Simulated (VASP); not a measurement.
# Mo (Im-3m) in VASP: further runs

Runs on Mo. Level: PBE. Tasks: single point.

All numbers are computed with VASP 6.6.1; they aren't measurements. Logs are shortened: lines on timing, memory, paths and dates and some standing lists are left out, and cuts for length are marked.

### 1 The cell of the first run

It takes space group Im-3m (No. 229, cubic). The conventional cell has a = 3.060 Å, b = 3.060 Å, c = 3.060 Å, α = 90.00°, β = 90.00°, γ = 90.00°. Mo (site symmetry m-3m) has 14 Mo at 2.65 to 3.06 Å within 3.5 Å.

### 2 Single point, PBE

File INCAR:

```
SYSTEM = Mo
PREC = Accurate ; ENCUT = 520
EDIFF = 1E-6 ; ISMEAR = -1
SIGMA = 0.05 ; LREAL = .FALSE.
LASPH = .TRUE. ; NELM = 60
ALGO = Normal ; ISIF = 2
LWAVE = .FALSE. ; LCHARG = .FALSE.
GGA = PE ; NBANDS = 13
```

File KPOINTS:

```
regular mesh
0
G
  18 18 18
  0 0 0
```

File POSCAR:

```
Mo
1.0
   -1.5300218105      1.5300218105      1.5300218105
    1.5300218105     -1.5300218105      1.5300218105
    1.5300218105      1.5300218105     -1.5300218105
Mo
1
Direct
    0.0000000000      0.0000000000      0.0000000000
```

Potentials or basis: VASP PAW PBE potentials, release 64 (Mo_sv).

The run is started by

```sh
$ cat potpaw_PBE.64/Mo_sv/POTCAR > POTCAR
$ mpirun -np 1 vasp_std > vasp.out
```

OUTCAR:

```text
SYSTEM = Mo
   PREC = Accurate
   ENCUT = 520
   EDIFF = 1E-6
   ISMEAR = -1
   LREAL = .FALSE.
   LASPH = .TRUE.
   NELM = 60
   ISIF = 2
   GGA = PE

 ion  position               nearest neighbor table
   1  0.000  0.000  0.000-

  LATTYP: Found a body centered cubic cell.
 ALAT       =     3.0600436210

  Lattice vectors:

 A1 = (  -1.5300218105,   1.5300218105,   1.5300218105)
 A2 = (   1.5300218105,  -1.5300218105,   1.5300218105)
 A3 = (   1.5300218105,   1.5300218105,  -1.5300218105)

Analysis of symmetry for initial positions (statically):
=====================================================================
 Subroutine PRICEL returns:
 Original cell was already a primitive cell.

 Routine SETGRP: Setting up the symmetry group for a
 body centered cubic supercell.

 Subroutine GETGRP returns: Found 48 space group operations
 (whereof 48 operations were pure point group operations)
 out of a pool of 48 trial point group operations.

The static configuration has the point symmetry O_h .

Analysis of symmetry for dynamics (positions and initial velocities):
=====================================================================
 Subroutine PRICEL returns:
 Original cell was already a primitive cell.

 Routine SETGRP: Setting up the symmetry group for a
 body centered cubic supercell.

 Subroutine GETGRP returns: Found 48 space group operations
 (whereof 48 operations were pure point group operations)
 out of a pool of 48 trial point group operations.

The dynamic configuration has the point symmetry O_h .

 Subroutine INISYM returns: Found 48 space group operations
 (whereof 48 operations are pure point group operations),
 and found     1 'primitive' translations

----------------------------------------------------------------------------------------

                                     Primitive cell

  volume of cell :      14.3269

  direct lattice vectors                    reciprocal lattice vectors
    -1.530021811  1.530021811  1.530021811     0.000000000  0.326792727  0.326792727
     1.530021811 -1.530021811  1.530021811     0.326792727  0.000000000  0.326792727
     1.530021811  1.530021811 -1.530021811     0.326792727  0.326792727  0.000000000

  length of vectors
     2.650075512  2.650075512  2.650075512     0.462154707  0.462154707  0.462154707

  position of ions in fractional coordinates (direct lattice)
     0.000000000  0.000000000  0.000000000
[... 76 lines left out ...]
   EDIFF  = 0.1E-05   stopping-criterion for ELM
   LREAL  =      F    real-space projection
   EDIFFG = 0.1E-04   stopping-criterion for IOM
   NSW    =      0    number of steps for IOM
   IBRION =     -1    ionic relax: 0-MD 1-quasi-New 2-CG
   NFREE  =      0    steps in history (QN), initial steepest desc. (CG)
   ISIF   =      2    stress and relaxation
   ISYM   =      2    0-nonsym 1-usesym 2-fastsym
   POTIM  = 0.5000    time-step for ionic-motion
   TEBEG  =    0.0;   TEEND  =   0.0 temperature during run
   PSTRESS=    0.0 pullay stress
   NELECT =      14.0000    total number of electrons
   NUPDOWN=      -1.0000    fix difference up-down
   EMIN   =  10.00;   EMAX   =-10.00  energy-range for DOS
   EFERMI =   0.00;   METHOD = LEGACY
   ISMEAR =    -1;   SIGMA  =   0.05  broadening in eV -4-tet -1-fermi 0-gaus
   EFERMI_NEDOS =   21; number of points for ismear=-14 and -15
   IALGO  =     38    algorithm
   IMIX   =      4    mixing-type and parameters
     AMIX     =   0.40;   BMIX     =  1.00
     AMIX_MAG =   1.60;   BMIX_MAG =  1.00
  volume/ion in A,a.u.               =      14.33        96.68
  Fermi-wavevector in a.u.,A,eV,Ry     =   1.624551  3.069955 35.908012  2.639164
  Thomas-Fermi vector in A             =   2.717819
   LORBIT       =      0    0 simple, 1 ext, 2 COOP (PROOUT), +10 PAW based schemes
   GGA     = PE    functional components
   LHFCALC =     F    Hartree Fock is set to
   AEXX    =    0.0000 exact exchange contribution
   IVDW    =     0    specifies the selected vdW correction
   LEPSILON=     F    determine dielectric tensor
   LRPA    =     F    only Hartree local field effects (RPA)
 non-spin polarized calculation
  energy-cutoff  :      520.00
  volume of cell :       14.33
 maximum number of plane-waves:       397
   NGX =  9   NGY =  9   NGZ =  9

 number of electron      14.0000000 magnetization

 Free energy of the ion-electron system (eV)
  ---------------------------------------------------
  ext. energy  EPLUGINS =         0.00000000
  ---------------------------------------------------
  free energy    TOTEN  =       -10.79988838 eV

  energy without entropy =      -10.79597416  energy(sigma->0) =      -10.79793127

 E-fermi :  14.0844     XC(G=0): -13.8897

 val. band max:       14.0604466984   @ k =  -0.3889   0.4444   0.2778
 cond. band min:      14.1240109777   @ k =  -0.3333   0.3889   0.2778
 fundamental gap:      0.0635642793
 Fermi energy:        14.0843681721

 k-point     1 :       0.0000    0.0000    0.0000
  band No.  band energies     occupation
      1     -47.2679      2.00000
      2     -20.3010      2.00000
      3     -20.3010      2.00000
      4     -20.3010      2.00000
      5       6.5509      2.00000
      6      12.5018      2.00000
      7      12.5018      2.00000
      8      12.5018      2.00000
      9      15.8644      0.00000
     10      15.8644      0.00000
     11      28.9948      0.00000
     12      28.9948      0.00000
     13      28.9948      0.00000
[... 354 lines left out ...]
  band No.  band energies     occupation
      1     -46.8931      2.00000
      2     -22.0226      2.00000
      3     -20.9316      2.00000
      4     -20.4004      2.00000
      5       8.6456      2.00000
      6      10.3940      2.00000
      7      14.2078      0.15606
      8      15.7976      0.00000
      9      17.1202      0.00000
     10      20.1281      0.00000
     11      26.8314      0.00000
     12      27.4216      0.00000
     13      32.2703      0.00000

 [... further k-points ...]
[... 5 lines left out ...]
  --------------------------------------------------------------------------------------
  -------------------------------------------------------------------------------------
  Total        2.8451353      2.8451353      2.8451353     -0.0000000     -0.0000000      0.0000000
  in kB      318.1710385    318.1710385    318.1710385     -0.0000000     -0.0000000      0.0000000
  external PRESSURE =     318.1710385 kB  Pullay stress =       0.0000000 kB

 VOLUME and BASIS-vectors are now :
 -----------------------------------------------------------------------------
  energy-cutoff  :      520.00
  volume of cell :       14.33
      direct lattice vectors                 reciprocal lattice vectors
    -1.530021811  1.530021811  1.530021811     0.000000000  0.326792727  0.326792727
     1.530021811 -1.530021811  1.530021811     0.326792727  0.000000000  0.326792727
     1.530021811  1.530021811 -1.530021811     0.326792727  0.326792727  0.000000000

 POSITION                                       TOTAL-FORCE (eV/Angst)
 -----------------------------------------------------------------------------------
      0.00000      0.00000      0.00000        -0.000000      0.000000     -0.000000
 -----------------------------------------------------------------------------------
    total drift:                                0.000000     -0.000000      0.000000

  FREE ENERGIE OF THE ION-ELECTRON SYSTEM (eV)
  ---------------------------------------------------
  free  energy   TOTEN  =       -10.7998883814 eV

  energy  without entropy=      -10.7959741604  energy(sigma->0) =      -10.79793127
```

OSZICAR:

```text
N       E                     dE             d eps       ncg     rms          rms(c)
DAV:   1     0.927191000666E+02    0.92719E+02   -0.81197E+03  5091   0.112E+03
DAV:   2    -0.102021744373E+02   -0.10292E+03   -0.99117E+02  5745   0.314E+02
DAV:   3    -0.113728296778E+02   -0.11707E+01   -0.11679E+01  5620   0.331E+01
DAV:   4    -0.113753381316E+02   -0.25085E-02   -0.25084E-02  5730   0.186E+00
DAV:   5    -0.113753523198E+02   -0.14188E-04   -0.14191E-04  5745   0.127E-01    0.180E+01
DAV:   6    -0.108840730844E+02    0.49128E+00   -0.57379E-01  5200   0.955E+00    0.584E+00
DAV:   7    -0.108035523411E+02    0.80521E-01   -0.14660E-01  5595   0.465E+00    0.787E-01
DAV:   8    -0.107998277150E+02    0.37246E-02   -0.37142E-03  5260   0.784E-01    0.164E-01
DAV:   9    -0.107998816519E+02   -0.53937E-04   -0.60246E-05  6045   0.945E-02    0.899E-02
DAV:  10    -0.107998878257E+02   -0.61738E-05   -0.12937E-05  5295   0.449E-02    0.675E-03
DAV:  11    -0.107998883814E+02   -0.55575E-06   -0.91500E-08  2890   0.376E-03
   1 F= -.10799888E+02 E0= -.10797931E+02  d E =-.391422E-02
```

stdout:

```text
POSCAR found type information on POSCAR Mo
 POSCAR found :  1 types and       1 ions
 scaLAPACK will be used
 LDA part: xc-table for (Slater+PW92), standard interpolation
 POSCAR, INCAR and KPOINTS ok, starting setup
 FFT: planning ... GRIDC
 FFT: planning ... GRID_SOFT
 FFT: planning ... GRID
 WAVECAR not read
 entering main loop
```

Run time: 18 s. Hardware: 1 thread of AMD EPYC 7R13 (Zen 3), shared host; peak memory 0.12 GiB.

Results:

| Item | Value |
| --- | --- |
| Free energy | -10.7999 eV |
| Pressure | 31.8 GPa |
| Band gap on the k mesh | zero (band 7 reaches 18.55 eV, above the bottom of band 8 at 12.50 eV) |

[end of part 1 of 2]
